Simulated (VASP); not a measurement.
# FeO (F-43m) in VASP: a series of runs, part 2 of 3

VASP 6.6.1.

### Step 4. Single point, PBE+U, collinear spin, ferromagnetic start

Contents of INCAR:

```
PREC = Accurate
ENCUT = 520
EDIFF = 1E-6
ISMEAR = 0
SIGMA = 0.05
LREAL = F
LASPH = T
NELM = 150
ALGO = Normal
ISIF = 2
LWAVE = F
LCHARG = T
ISPIN = 2
MAGMOM = 0.5 0
LORBIT = 11
LMAXMIX = 4
LDAU = T
LDAUTYPE = 2
LDAUL = 2 -1
LDAUU = 4 0
LDAUJ = 0 0
LDAUPRINT = 1
GGA = PE
LELF = T
LVHAR = T
NBANDS = 18
```

Contents of KPOINTS:

```
regular mesh
0
Gamma
  10 10 10
```

Contents of POSCAR:

```
FeO
1.0
    0.0000000000      2.3733177188      2.3733177188
    2.3733177188      0.0000000000      2.3733177188
    2.3733177188      2.3733177188      0.0000000000
Fe O
1 1
Direct
    0.0000000000      0.0000000000      0.0000000000
    0.2500000000      0.2500000000      0.2500000000
```

Potentials or basis: VASP PAW PBE potentials, release 64 (Fe, O).

On the command line:

```bash
$ cat potpaw_PBE.64/Fe/POTCAR potpaw_PBE.64/O/POTCAR > POTCAR
$ mpirun -np 1 vasp_std > vasp.out
```

OUTCAR:

```text
PREC = Accurate
   ENCUT = 520
   EDIFF = 1E-6
   ISMEAR = 0
   LREAL = F
   LASPH = T
   NELM = 150
   ISIF = 2
   ISPIN = 2
   LORBIT = 11
   GGA = PE

 ion  position               nearest neighbor table
   1  0.000  0.000  0.000-   2 2.06   2 2.06   2 2.06   2 2.06
   2  0.250  0.250  0.250-   1 2.06   1 2.06   1 2.06   1 2.06

  LATTYP: Found a face centered cubic cell.
 ALAT       =     4.7466354376

  Lattice vectors:

 A1 = (   0.0000000000,   2.3733177188,   2.3733177188)
 A2 = (   2.3733177188,   0.0000000000,   2.3733177188)
 A3 = (   2.3733177188,   2.3733177188,   0.0000000000)

Analysis of symmetry for initial positions (statically):
=====================================================================
 Subroutine PRICEL returns:
 Original cell was already a primitive cell.

 Routine SETGRP: Setting up the symmetry group for a
 face centered cubic supercell.

 Subroutine GETGRP returns: Found 24 space group operations
 (whereof 24 operations were pure point group operations)
 out of a pool of 48 trial point group operations.

The static configuration has the point symmetry T_d .

Analysis of symmetry for dynamics (positions and initial velocities):
=====================================================================
 Subroutine PRICEL returns:
 Original cell was already a primitive cell.

 Routine SETGRP: Setting up the symmetry group for a
 face centered cubic supercell.

 Subroutine GETGRP returns: Found 24 space group operations
 (whereof 24 operations were pure point group operations)
 out of a pool of 48 trial point group operations.

The dynamic configuration has the point symmetry T_d .

Analysis of structural, dynamic, and magnetic symmetry:
=====================================================================
 Subroutine PRICEL returns:
 Original cell was already a primitive cell.

 Routine SETGRP: Setting up the symmetry group for a
 face centered cubic supercell.

 Subroutine GETGRP returns: Found 24 space group operations
 (whereof 24 operations were pure point group operations)
 out of a pool of 48 trial point group operations.

The overall configuration has the point symmetry T_d .

 Subroutine INISYM returns: Found 24 space group operations
 (whereof 24 operations are pure point group operations),
 and found     1 'primitive' translations

----------------------------------------------------------------------------------------

                                     Primitive cell

  volume of cell :      26.7361

  direct lattice vectors                    reciprocal lattice vectors
[... 113 lines left out ...]
   angular momentum for each species LDAUL =     2   -1
   U (eV)           for each species LDAUU =   4.0  0.0
   J (eV)           for each species LDAUJ =   0.0  0.0
   GGA     = PE    functional components
   LHFCALC =     F    Hartree Fock is set to
   AEXX    =    0.0000 exact exchange contribution
   IVDW    =     0    specifies the selected vdW correction
   LEPSILON=     F    determine dielectric tensor
   LRPA    =     F    only Hartree local field effects (RPA)
 spin polarized calculation
 Gauss-broadening in eV      SIGMA  =   0.05
  energy-cutoff  :      520.00
  volume of cell :       26.74
 maximum number of plane-waves:       736
 NGX is ok and might be reduce to    28
   NGX = 13   NGY = 13   NGZ = 13

atom =   1  type =  1  l = 2

 onsite density matrix

spin component  1

  0.8336  0.0000  0.0000  0.0000  0.0000
  0.0000  0.8336  0.0000 -0.0000  0.0000
  0.0000  0.0000  0.8645  0.0000 -0.0000
  0.0000 -0.0000  0.0000  0.8336 -0.0000
  0.0000  0.0000 -0.0000 -0.0000  0.8645

spin component  2

  0.0686  0.0000  0.0000  0.0000 -0.0000
  0.0000  0.0686  0.0000  0.0000  0.0000
  0.0000  0.0000  0.9506  0.0000 -0.0000
  0.0000  0.0000  0.0000  0.0686 -0.0000
 -0.0000  0.0000 -0.0000 -0.0000  0.9506

 occupancies and eigenvectors

  o =  0.0686  v =  0.0000  0.0000  0.0000  0.0000  0.0000 -0.0003 -0.0041 -0.0000  1.0000  0.0000      0.0000  0.0000  0.0000  0.0000  0.0000  0.0000  0.0000  0.0000  0.0000  0.0000
  o =  0.0686  v =  0.0000  0.0000  0.0000  0.0000  0.0000 -0.0005  1.0000 -0.0000  0.0041  0.0000      0.0000  0.0000  0.0000  0.0000  0.0000  0.0000  0.0000  0.0000  0.0000  0.0000
  o =  0.0686  v =  0.0000  0.0000  0.0000  0.0000  0.0000  1.0000  0.0005 -0.0000  0.0003  0.0000      0.0000  0.0000  0.0000  0.0000  0.0000  0.0000  0.0000  0.0000  0.0000  0.0000
  o =  0.8336  v =  0.0000 -0.0365  0.0000  0.9993 -0.0000  0.0000  0.0000  0.0000  0.0000  0.0000      0.0000  0.0000  0.0000  0.0000  0.0000  0.0000  0.0000  0.0000  0.0000  0.0000
  o =  0.8336  v =  0.0000 -0.9993 -0.0000 -0.0365 -0.0000  0.0000  0.0000  0.0000  0.0000  0.0000      0.0000  0.0000  0.0000  0.0000  0.0000  0.0000  0.0000  0.0000  0.0000  0.0000
  o =  0.8336  v =  1.0000  0.0000  0.0000  0.0000  0.0000  0.0000  0.0000  0.0000  0.0000  0.0000      0.0000  0.0000  0.0000  0.0000  0.0000  0.0000  0.0000  0.0000  0.0000  0.0000
  o =  0.8645  v =  0.0000  0.0000 -0.0128 -0.0000 -0.9999  0.0000  0.0000  0.0000  0.0000  0.0000      0.0000  0.0000  0.0000  0.0000  0.0000  0.0000  0.0000  0.0000  0.0000  0.0000
  o =  0.8645  v =  0.0000 -0.0000  0.9999 -0.0000 -0.0128  0.0000  0.0000  0.0000  0.0000  0.0000      0.0000  0.0000  0.0000  0.0000  0.0000  0.0000  0.0000  0.0000  0.0000  0.0000
  o =  0.9506  v =  0.0000  0.0000  0.0000  0.0000  0.0000  0.0000  0.0000 -0.0200  0.0000 -0.9998      0.0000  0.0000  0.0000  0.0000  0.0000  0.0000  0.0000  0.0000  0.0000  0.0000
  o =  0.9506  v =  0.0000  0.0000  0.0000  0.0000  0.0000 -0.0000  0.0000 -0.9998  0.0000  0.0200      0.0000  0.0000  0.0000  0.0000  0.0000  0.0000  0.0000  0.0000  0.0000  0.0000

 number of electron      13.9999995 magnetization       2.0003707

 Free energy of the ion-electron system (eV)
  ---------------------------------------------------
  ext. energy  EPLUGINS =         0.00000000
  ---------------------------------------------------
  free energy    TOTEN  =       -11.69130868 eV

  energy without entropy =      -11.68903830  energy(sigma->0) =      -11.69017349

 E-fermi :   2.3129     XC(G=0): -10.2784

 val. band max:        2.3040978627   @ k =  -0.4000   0.3000   0.1000
 cond. band min:       2.3181400149   @ k =   0.2000   0.1000   0.0000
 fundamental gap:      0.0140421522
 Fermi energy:         2.3128617297

 spin component 1

 k-point     1 :       0.0000    0.0000    0.0000
  band No.  band energies     occupation
      1     -15.9766      1.00000
      2      -2.6139      1.00000
      3      -2.6139      1.00000
      4      -2.6139      1.00000
      5       1.0315      1.00000
      6       1.0316      1.00000
[... 1001 lines left out ...]
     17      28.1629      0.00000
     18      29.7061      0.00000

 [... further k-points ...]

------------------------ aborting loop because EDIFF is reached ----------------------------------------

  FORCE on cell =-STRESS in cart. coord.  units (eV):
  Direction    XX          YY          ZZ          XY          YZ          ZX
  --------------------------------------------------------------------------------------
  -------------------------------------------------------------------------------------
  Total       -1.9788010     -1.9788010     -1.9788010     -0.0000000     -0.0000000     -0.0000000
  in kB     -118.5809881   -118.5809881   -118.5809881     -0.0000000     -0.0000000     -0.0000000
  external PRESSURE =    -118.5809881 kB  Pullay stress =       0.0000000 kB

 VOLUME and BASIS-vectors are now :
 -----------------------------------------------------------------------------
  energy-cutoff  :      520.00
  volume of cell :       26.74
      direct lattice vectors                 reciprocal lattice vectors
     0.000000000  2.373317719  2.373317719    -0.210675543  0.210675543  0.210675543
     2.373317719  0.000000000  2.373317719     0.210675543 -0.210675543  0.210675543
     2.373317719  2.373317719  0.000000000     0.210675543  0.210675543 -0.210675543

 POSITION                                       TOTAL-FORCE (eV/Angst)
 -----------------------------------------------------------------------------------
      0.00000      0.00000      0.00000         0.000000     -0.000000     -0.000000
      1.18666      1.18666      1.18666        -0.000000      0.000000      0.000000
 -----------------------------------------------------------------------------------
    total drift:                                0.000000      0.000000      0.000000

  FREE ENERGIE OF THE ION-ELECTRON SYSTEM (eV)
  ---------------------------------------------------
  free  energy   TOTEN  =       -11.6913086816 eV

  energy  without entropy=      -11.6890383049  energy(sigma->0) =      -11.69017349

 total charge

# of ion       s       p       d       tot
------------------------------------------
    1        0.285   0.324   6.312   6.921
    2        1.559   3.362   0.000   4.921
--------------------------------------------------
tot          1.844   3.686   6.312  11.842

 magnetization (x)

# of ion       s       p       d       tot
------------------------------------------
    1        0.022   0.023   2.119   2.164
    2        0.003  -0.254   0.000  -0.251
--------------------------------------------------
tot          0.024  -0.230   2.119   1.913
```

OSZICAR:

```text
N       E                     dE             d eps       ncg     rms          rms(c)
DAV:   1     0.796299077020E+02    0.79630E+02   -0.64657E+03  3512   0.821E+02
DAV:   2    -0.612588002474E+01   -0.85756E+02   -0.73626E+02  3446   0.199E+02
[... 35 lines left out ...]
DAV:  38    -0.116912892722E+02    0.13029E-05   -0.30476E-08  1792   0.179E-03    0.386E-02
DAV:  39    -0.116912903947E+02   -0.11225E-05   -0.15128E-08  1774   0.199E-03    0.375E-02
DAV:  40    -0.116912873331E+02    0.30616E-05   -0.10629E-07  2046   0.382E-03    0.409E-02
DAV:  41    -0.116913019156E+02   -0.14583E-04   -0.31792E-06  3108   0.240E-02    0.239E-02
DAV:  42    -0.116913078116E+02   -0.58960E-05   -0.24876E-06  3294   0.201E-02    0.912E-03
DAV:  43    -0.116913086816E+02   -0.86996E-06   -0.16383E-06  3082   0.107E-02
   1 F= -.11691309E+02 E0= -.11690173E+02  d E =-.227038E-02  mag=     2.0002
```

Wall time 93 s (1 thread of AMD EPYC 9R45 (Zen 5), shared host); peak memory 0.16 GiB.

Results:

```
Free energy                                           : -11.6913 eV
Pressure                                              : -11.9 GPa
Band gap on the k mesh                                : zero (filled and empty bands overlap)
Net moment                                            : 2.00 μB per cell
Site moments                                          : Fe +2.16; O -0.25 μB
Valence electrons inside the program's atomic spheres : Fe 6.92; O 4.92
```

Levels at points of the mesh, in eV from the Fermi level:
Spin up:
| k point | band 4 | band 5 | band 6 | band 7 | band 8 | band 9 | band 10 | band 11 | band 12 | band 13 |
| --- | --- | --- | --- | --- | --- | --- | --- | --- | --- | --- |
| (0.00, 0.00, 0.00) | -4.93 | -1.28 | -1.28 | 0.50 | 0.88 | 0.88 | 0.88 | 13.96 | 13.96 | 13.96 |
| (0.50, 0.00, 0.00) | -4.54 | -1.84 | -1.29 | -1.29 | 0.18 | 0.18 | 5.80 | 6.91 | 13.24 | 13.24 |
| (0.50, 0.50, 0.00) | -3.95 | -2.41 | -1.02 | -1.02 | -0.98 | -0.60 | 5.32 | 9.59 | 11.05 | 13.60 |
Spin down:
```csv
k point,band 3,band 4,band 5,band 6,band 7,band 8,band 9,band 10
"(0.00, 0.00, 0.00)",-3.63,-3.63,-0.67,-0.67,1.11,5.18,5.18,5.18
"(0.50, 0.00, 0.00)",-3.78,-3.78,-0.33,-0.32,3.42,4.64,4.65,6.27
"(0.50, 0.50, 0.00)",-3.68,-3.68,-0.35,-0.13,2.23,4.39,4.40,7.55
```

Eigenvalues of the final occupation matrices:
| site | spin | trace | eigenvalues |
| --- | --- | --- | --- |
| site 1 d | 1 | 4.23 | 0.83 0.83 0.83 0.86 0.86 |
| site 1 d | 2 | 2.11 | 0.07 0.07 0.07 0.95 0.95 |

Caveat: a cell with one magnetic atom can't hold antiferromagnetic order, which such compounds often take. The state reached can hang on the start; a lower one may exist.

(Part 2 of 3 ends here.)
